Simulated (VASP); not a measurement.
# RbRe (Pm-3m) in VASP: further runs

Runs on RbRe. Level: PBE. Tasks: relaxation of cell and atoms, single point.

All numbers are computed with VASP 6.6.1; they aren't measurements. Logs are shortened: lines on timing, memory, paths and dates and some standing lists are left out, and cuts for length are marked.

### Step 1. The cell of the first run

The structure is cubic, space group Pm-3m (No. 221). Conventional cell: a = 3.723 Å, b = 3.723 Å, c = 3.723 Å, α = 90.00°, β = 90.00°, γ = 90.00°. Within 4.2 Å of Rb (site symmetry m-3m) lie 8 Re at 3.22 Å and 6 Rb at 3.72 Å. Re (site symmetry m-3m) has 8 Rb at 3.22 Å and 6 Re at 3.72 Å within 4.2 Å.

### Step 2. Relaxation of cell and atoms, PBE

Contents of INCAR:

```
SYSTEM = RbRe
PREC = Accurate
ENCUT = 600
EDIFF = 1E-6
ISMEAR = 0
SIGMA = 0.1
LREAL = .FALSE.
LASPH = .TRUE.
NELM = 80
ALGO = Normal
ISIF = 3
LWAVE = .FALSE.
LCHARG = .FALSE.
GGA = PE
IBRION = 2
NSW = 90
EDIFFG = -0.04
```

Contents of KPOINTS:

```
regular mesh
0
G
  6 6 6
  0 0 0
```

Contents of POSCAR:

```
RbRe
1.0
    3.7226171292      0.0000000000      0.0000000000
    0.0000000000      3.7226171292      0.0000000000
    0.0000000000      0.0000000000      3.7226171292
Rb Re
1 1
Direct
    0.5000000000      0.5000000000      0.5000000000
    0.0000000000      0.0000000000      0.0000000000
```

Potentials or basis: VASP PAW PBE potentials, release 64 (Rb_sv, Re).

Started as:

```
$ cat potpaw_PBE.64/Rb_sv/POTCAR potpaw_PBE.64/Re/POTCAR > POTCAR
$ mpirun -np 1 vasp_std > vasp.out
```

OUTCAR:

```text
SYSTEM = RbRe
   PREC = Accurate
   ENCUT = 600
   EDIFF = 1E-6
   ISMEAR = 0
   LREAL = .FALSE.
   LASPH = .TRUE.
   NELM = 80
   ISIF = 3
   GGA = PE
   IBRION = 2
   NSW = 90
   EDIFFG = -0.04

 ion  position               nearest neighbor table
   1  0.500  0.500  0.500-   2 3.22   2 3.22   2 3.22   2 3.22   2 3.22   2 3.22   2 3.22   2 3.22

   2  0.000  0.000  0.000-   1 3.22   1 3.22   1 3.22   1 3.22   1 3.22   1 3.22   1 3.22   1 3.22

  LATTYP: Found a simple cubic cell.
 ALAT       =     3.7226171292

  Lattice vectors:

 A1 = (   3.7226171292,   0.0000000000,   0.0000000000)
 A2 = (   0.0000000000,   3.7226171292,   0.0000000000)
 A3 = (   0.0000000000,   0.0000000000,   3.7226171292)

Analysis of symmetry for initial positions (statically):
=====================================================================
 Subroutine PRICEL returns:
 Original cell was already a primitive cell.

 Routine SETGRP: Setting up the symmetry group for a
 simple cubic supercell.

 Subroutine GETGRP returns: Found 48 space group operations
 (whereof 48 operations were pure point group operations)
 out of a pool of 48 trial point group operations.

The static configuration has the point symmetry O_h .

Analysis of symmetry for dynamics (positions and initial velocities):
=====================================================================
 Subroutine PRICEL returns:
 Original cell was already a primitive cell.

 Routine SETGRP: Setting up the symmetry group for a
 simple cubic supercell.

 Subroutine GETGRP returns: Found 48 space group operations
 (whereof 48 operations were pure point group operations)
 out of a pool of 48 trial point group operations.

The dynamic configuration has the point symmetry O_h .

 Subroutine INISYM returns: Found 48 space group operations
 (whereof 48 operations are pure point group operations),
 and found     1 'primitive' translations

----------------------------------------------------------------------------------------

                                     Primitive cell

  volume of cell :      51.5876

  direct lattice vectors                    reciprocal lattice vectors
     3.722617129  0.000000000  0.000000000     0.268628216  0.000000000  0.000000000
     0.000000000  3.722617129  0.000000000     0.000000000  0.268628216  0.000000000
[... 70 lines left out ...]
 SYSTEM =  RbRe
   PREC   = accura    normal or accurate (medium, high low for compatibility)
   ISTART =      0    job   : 0-new  1-cont  2-samecut
   ICHARG =      2    charge: 1-file 2-atom 10-const
   ISPIN  =      1    spin polarized calculation?
   LNONCOLLINEAR =      F non collinear calculations
   LSORBIT =      F    spin-orbit coupling
   LASPH  =      T    aspherical Exc in radial PAW
   ENCUT  =  600.0 eV  44.10 Ry    6.64 a.u.   7.43  7.43  7.43*2*pi/ulx,y,z
   NELM   =     80;   NELMIN=  2; NELMDL= -5     # of ELM steps
   EDIFF  = 0.1E-05   stopping-criterion for ELM
   LREAL  =      F    real-space projection
   EDIFFG = -.4E-01   stopping-criterion for IOM
   NSW    =     90    number of steps for IOM
   IBRION =      2    ionic relax: 0-MD 1-quasi-New 2-CG
   NFREE  =      1    steps in history (QN), initial steepest desc. (CG)
   ISIF   =      3    stress and relaxation
   ISYM   =      2    0-nonsym 1-usesym 2-fastsym
   POTIM  = 0.5000    time-step for ionic-motion
   TEBEG  =    0.0;   TEEND  =   0.0 temperature during run
   PSTRESS=    0.0 pullay stress
   NELECT =      16.0000    total number of electrons
   NUPDOWN=      -1.0000    fix difference up-down
   EMIN   =  10.00;   EMAX   =-10.00  energy-range for DOS
   EFERMI =   0.00;   METHOD = LEGACY
   ISMEAR =     0;   SIGMA  =   0.10  broadening in eV -4-tet -1-fermi 0-gaus
   EFERMI_NEDOS =   21; number of points for ismear=-14 and -15
   IALGO  =     38    algorithm
   IMIX   =      4    mixing-type and parameters
     AMIX     =   0.40;   BMIX     =  1.00
     AMIX_MAG =   1.60;   BMIX_MAG =  1.00
  volume/ion in A,a.u.               =      25.79       174.07
  Fermi-wavevector in a.u.,A,eV,Ry     =   1.108153  2.094106 16.708001  1.228003
  Thomas-Fermi vector in A             =   2.244677
   LORBIT       =      0    0 simple, 1 ext, 2 COOP (PROOUT), +10 PAW based schemes
   GGA     = PE    functional components
   LHFCALC =     F    Hartree Fock is set to
   AEXX    =    0.0000 exact exchange contribution
   IVDW    =     0    specifies the selected vdW correction
   LEPSILON=     F    determine dielectric tensor
   LRPA    =     F    only Hartree local field effects (RPA)
 conjugate gradient relaxation of ions
 non-spin polarized calculation
 Gauss-broadening in eV      SIGMA  =   0.10
  energy-cutoff  :      600.00
  volume of cell :       51.59
 maximum number of plane-waves:      1750
 NGX is ok and might be reduce to    30
   NGX = 15   NGY = 15   NGZ = 15

--------------------------------------- Ionic step        1  -------------------------------------------

 number of electron      16.0000001 magnetization

 Free energy of the ion-electron system (eV)
  ---------------------------------------------------
  ext. energy  EPLUGINS =         0.00000000
  ---------------------------------------------------
  free energy    TOTEN  =        -6.39006830 eV

  energy without entropy =       -6.34108069  energy(sigma->0) =       -6.36557450

------------------------ aborting loop because EDIFF is reached ----------------------------------------

  FORCE on cell =-STRESS in cart. coord.  units (eV):
  Direction    XX          YY          ZZ          XY          YZ          ZX
  --------------------------------------------------------------------------------------
  -------------------------------------------------------------------------------------
  Total        0.2141334      0.2141334      0.2141334      0.0000000     -0.0000000      0.0000000
  in kB        6.6504330      6.6504330      6.6504330      0.0000000     -0.0000000      0.0000000
  external PRESSURE =       6.6504330 kB  Pullay stress =       0.0000000 kB
[... 59 lines left out ...]
--------------------------------------- Ionic step        3  -------------------------------------------

 number of electron      16.0000000 magnetization

 Free energy of the ion-electron system (eV)
  ---------------------------------------------------
  ext. energy  EPLUGINS =         0.00000000
  ---------------------------------------------------
  free energy    TOTEN  =        -6.39307577 eV

  energy without entropy =       -6.34037787  energy(sigma->0) =       -6.36672682

 E-fermi :   2.4574     XC(G=0): -10.0453

 val. band max:        2.4276206504   @ k =   0.3333   0.1667   0.1667
 cond. band min:       2.4685455462   @ k =   0.1667   0.1667   0.1667
 fundamental gap:      0.0409248958
 Fermi energy:         2.4574210981

 k-point     1 :       0.0000    0.0000    0.0000
  band No.  band energies     occupation
      1     -23.7815      2.00000
      2      -7.6901      2.00000
      3      -7.6901      2.00000
      4      -7.6901      2.00000
      5      -1.6593      2.00000
      6       0.7024      2.00000
      7       0.7024      2.00000
      8       2.6987      0.00065
      9       2.6987      0.00065
     10       2.6987      0.00065
     11       8.6533      0.00000
     12       8.6533      0.00000
[... 312 lines left out ...]
  FREE ENERGIE OF THE ION-ELECTRON SYSTEM (eV)
  ---------------------------------------------------
  free  energy   TOTEN  =        -6.3930757702 eV

  energy  without entropy=       -6.3403778707  energy(sigma->0) =       -6.36672682

 reached required accuracy - stopping structural energy minimisation
```

OSZICAR:

```text
N       E                     dE             d eps       ncg     rms          rms(c)
DAV:   1     0.693287097672E+02    0.69329E+02   -0.80125E+03   800   0.145E+03
DAV:   2    -0.275915487017E+01   -0.72088E+02   -0.67457E+02   856   0.296E+02
DAV:   3    -0.662602212217E+01   -0.38669E+01   -0.37520E+01   792   0.678E+01
[... 22 lines left out ...]
DAV:   3    -0.639312718223E+01    0.16235E-02   -0.34126E-03   756   0.441E-01    0.905E-02
DAV:   4    -0.639302671049E+01    0.10047E-03   -0.10453E-03   820   0.343E-01    0.636E-02
DAV:   5    -0.639307562636E+01   -0.48916E-04   -0.80085E-05   780   0.118E-01    0.183E-02
DAV:   6    -0.639307553778E+01    0.88582E-07   -0.18749E-05   820   0.280E-02    0.638E-03
DAV:   7    -0.639307577025E+01   -0.23247E-06   -0.94357E-07   356   0.128E-02
   3 F= -.63930758E+01 E0= -.63667268E+01  d E =-.300747E-02
```

Wall time 47 s (1 thread of Intel Xeon Platinum 8375C at 2.90GHz (Ice Lake), shared host); peak memory 0.18 GiB.

What came out:

| Item | Value |
| --- | --- |
| Free energy | -6.3931 eV |
| Relaxed volume | 26.50 Å³/atom |
| Relaxed cell | a = 3.756 Å, b = 3.756 Å, c = 3.756 Å, α = 90.00°, β = 90.00°, γ = 90.00° |
| Space group after relaxing (to 0.05 Å) | Pm-3m (No. 221) |
| Energy gained by relaxing | 1.5 meV/atom |
| Ionic steps | 3 |
| Pressure after relaxing | 0.0 GPa |
| Band gap on the k mesh | zero (band 8 reaches 3.56 eV, above the bottom of band 9 at 2.43 eV) |

The path:
| step | energy change (eV) | largest force (eV/Å) | pressure (GPa) | volume (Å³) |
| --- | --- | --- | --- | --- |
| 1 | 0.0000 | 0.0000 | 0.67 | 51.59 |
| 2 | -0.0024 | 0.0000 | 0.29 | 52.39 |
| 3 | -0.0030 | 0.0000 | 0.02 | 53.01 |

Final structure:
```
Rb Re
1.0
     3.75642    0.00000    0.00000
     0.00000    3.75642    0.00000
     0.00000    0.00000    3.75642
Rb Re
1 1
Direct
  0.50000 0.50000 0.50000
  0.00000 0.00000 0.00000
```

Levels at points of the mesh, in eV from the Fermi level:
```csv
k point,band 4,band 5,band 6,band 7,band 8,band 9,band 10,band 11,band 12
"(0.00, 0.00, 0.00)",-10.15,-4.12,-1.76,-1.76,0.24,0.24,0.24,6.20,6.20
"(0.50, 0.00, 0.00)",-10.11,-1.39,-1.25,0.12,0.12,0.26,0.43,1.35,4.57
"(0.50, 0.50, 0.00)",-9.97,-2.47,-1.36,-0.52,-0.52,1.06,1.35,3.55,3.55
"(0.50, 0.50, 0.50)",-10.83,-0.16,-0.16,-0.16,1.10,1.10,1.49,1.49,1.49
```

Caveat: spin-orbit coupling is left out, which moves the levels of the heavy elements.

### Step 3. Single point, PBE, collinear spin, ferromagnetic start

This run uses another cell than the first one, of 35.44 Å³/atom, 1.374 times its volume.

Contents of INCAR:

```
PREC     = Accurate       # precision mode
ENCUT    = 520            # plane-wave cutoff, eV
EDIFF    = 1E-6           # SCF threshold, eV
ISMEAR   = 0              # smearing method
SIGMA    = 0.1            # smearing width, eV
LREAL    = F              # projectors in reciprocal space
LASPH    = T              # aspherical terms in the spheres
NELM     = 150            # most SCF steps
ALGO     = Normal         # electronic algorithm
ISIF     = 2              # what is computed and relaxed
LWAVE    = F              # write WAVECAR
LCHARG   = F              # write CHGCAR
ISPIN    = 2              # spin polarisation
MAGMOM   = 0 4.08         # initial moments
LORBIT   = 11             # projections on sites
LMAXMIX  = 4              # l up to which the mixer works
GGA      = PE             # functional
NBANDS   = 19             # bands
```

Contents of KPOINTS:

```
Automatic mesh
0
Gamma
  14 14 14
```

Contents of POSCAR:

```
RbRe
1.0
    4.1384827544      0.0000000000      0.0000000000
    0.0000000000      4.1384827544      0.0000000000
    0.0000000000      0.0000000000      4.1384827544
Rb Re
1 1
Direct
    0.5000000000      0.5000000000      0.5000000000
    0.0000000000      0.0000000000      0.0000000000
```

Potentials or basis: VASP PAW PBE potentials, release 64 (Rb_sv, Re).

Started as:

```
$ cat potpaw_PBE.64/Rb_sv/POTCAR potpaw_PBE.64/Re/POTCAR > POTCAR
$ mpirun -np 1 vasp_std > vasp.out
```

Wall time 5.2 min (1 thread of AMD EPYC 7R43 (Zen 3), shared host); peak memory 0.35 GiB.

Results (log left out):

```
Free energy                                           : -7.4283 eV
Pressure                                              : 0.0 GPa
Band gap on the k mesh                                : zero (filled and empty bands overlap)
Net moment                                            : 4.04 μB per cell
Site moments                                          : Rb +0.02; Re +3.52 μB
Valence electrons inside the program's atomic spheres : Rb 7.33; Re 5.32
```

Levels at points of the mesh, in eV from the Fermi level:
Spin up:
```tsv
k point	band 8	band 9	band 10	band 11	band 12	band 13
(0.00, 0.00, 0.00)	-1.35	-1.35	-1.35	4.87	4.87	5.56
(0.50, 0.00, 0.00)	-1.50	-1.27	-0.62	-0.54	4.14	4.25
(0.50, 0.50, 0.00)	-1.73	-0.69	-0.60	1.75	1.75	4.89
(0.50, 0.50, 0.50)	-0.67	-0.67	-0.13	0.89	0.89	0.89
```
Spin down:
```csv
k point,band 4,band 5,band 6,band 7,band 8,band 9
"(0.00, 0.00, 0.00)",-11.03,-3.60,-0.63,-0.63,1.22,1.22
"(0.50, 0.00, 0.00)",-11.01,-1.53,-0.20,-0.10,1.00,1.00
"(0.50, 0.50, 0.00)",-10.96,-1.58,-0.31,0.64,0.64,1.48
"(0.50, 0.50, 0.50)",-11.32,0.55,0.55,0.55,1.46,1.46
```

Caveat: spin-orbit coupling is left out, which moves the levels of the heavy elements.

### Step 4. Relaxation of cell and atoms, PBE

This run uses another cell than the first one, of 50.16 Å³/atom, 1.945 times its volume.

Contents of INCAR:

```
SYSTEM = RbRe
PREC = Accurate ; ENCUT = 500
EDIFF = 1E-7 ; ISMEAR = 0
SIGMA = 0.1 ; LREAL = .False.
LASPH = .True. ; NELM = 120
ALGO = Normal ; ISIF = 3
LWAVE = .False. ; LCHARG = .False.
GGA = PE ; IBRION = 2
NSW = 90 ; EDIFFG = -0.04
GGA_COMPAT = .False. ; NELMIN = 4
```

Contents of KPOINTS:

```
regular mesh
0
Gamma
  4 4 4
  0 0 0
```

Contents of POSCAR:

```
RbRe
1.0
    4.6464760400      0.0000000000      0.0000000000
    0.0000000000      4.6464760400      0.0000000000
    0.0000000000      0.0000000000      4.6464760400
Rb Re
1 1
Direct
    0.5000000000      0.5000000000      0.5000000000
    0.0000000000      0.0000000000      0.0000000000
```

Potentials or basis: VASP PAW PBE potentials, release 64 (Rb_sv, Re_sv_GW).

Started as:

```
$ cat potpaw_PBE.64/Rb_sv/POTCAR potpaw_PBE.64/Re_sv_GW/POTCAR > POTCAR
$ mpirun -np 1 vasp_std > vasp.out
```

Wall time 72 s (1 thread of AMD EPYC 9R45 (Zen 5), shared host); peak memory 0.2 GiB.

It converged, with:

| Quantity | Value |
| --- | --- |
| Free energy | -8.2104 eV |
| Relaxed volume | 26.14 Å³/atom |
| Relaxed cell | a = 3.739 Å, b = 3.739 Å, c = 3.739 Å, α = 90.00°, β = 90.00°, γ = 90.00° |
| Space group after relaxing (to 0.05 Å) | Pm-3m (No. 221) |
| Energy gained by relaxing | 561.8 meV/atom |
| Ionic steps | 6 |
| Pressure after relaxing | 0.0 GPa |
| Band gap on the k mesh | zero (band 12 reaches 5.19 eV, above the bottom of band 13 at 3.91 eV) |

The path:
```
step  energy change (eV)  largest force (eV/Å)  pressure (GPa)  volume (Å³)
   1              0.0000                0.0000           -4.35       100.32
   2             -0.5272                0.0000           -4.65        81.82
   3             -0.7950                0.0000           12.35        40.21
   4             -1.0408                0.0000           -2.68        61.36
   5             -1.1226                0.0000            0.34        51.38
   6             -1.1235                0.0000           -0.02        52.29
```

Final structure:
```
CELL_PARAMETERS angstrom
3.73943 0.00000 0.00000
0.00000 3.73943 0.00000
0.00000 0.00000 3.73943
ATOMIC_POSITIONS crystal
Rb 0.50000 0.50000 0.50000
Re 0.00000 0.00000 0.00000
```

Levels at points of the mesh, in eV from the Fermi level:
```csv
k point,band 8,band 9,band 10,band 11,band 12,band 13,band 14,band 15,band 16
"(0.00, 0.00, 0.00)",-10.10,-4.05,-1.70,-1.70,0.34,0.34,0.34,6.30,6.30
"(0.50, 0.00, 0.00)",-10.07,-1.28,-1.17,0.22,0.22,0.34,0.53,1.50,4.59
"(0.50, 0.50, 0.00)",-9.92,-2.42,-1.30,-0.45,-0.45,1.19,1.49,3.69,3.69
"(0.50, 0.50, 0.50)",-10.81,-0.06,-0.06,-0.06,1.24,1.24,1.55,1.55,2.67
```

Caveat: the volume moved by over 15 % at a fixed basis, so the end points are rough; spin-orbit coupling is left out, which moves the levels of the heavy elements.

### Step 5. Summary

| task | potentials or basis | spin | cell | k mesh | cutoff (eV) | second run | gap on the mesh (eV) | pressure (GPa) | relaxed volume (Å³/atom) |
| --- | --- | --- | --- | --- | --- | --- | --- | --- | --- |
| relaxation of cell and atoms | VASP PAW PBE potentials, release 64 (Rb_sv, Re) | off | relaxed from a = 3.723 Å, 2 atoms | 6 × 6 × 6 | 600 | - | none | 0.0 | 26.50 |
| single point | VASP PAW PBE potentials, release 64 (Rb_sv, Re) | collinear, ferromagnetic start | a = 4.138 Å, 2 atoms | 14 × 14 × 14 | 520 | - | none | 0.0 | - |
| relaxation of cell and atoms | VASP PAW PBE potentials, release 64 (Rb_sv, Re_sv_GW) | off | relaxed from a = 4.646 Å, 2 atoms | 4 × 4 × 4 | 500 | valence_matched | none | 0.0 | 26.14 |

Alike in all rows: level PBE; smearing gaussian 0.1 eV.

Caveats: spin-orbit coupling is left out, which moves the levels of the heavy elements; the volume moved by over 15 % at a fixed basis, so the end points are rough (some runs).

Total energies depend on the potentials used, so only differences within one code and one set of settings carry meaning.
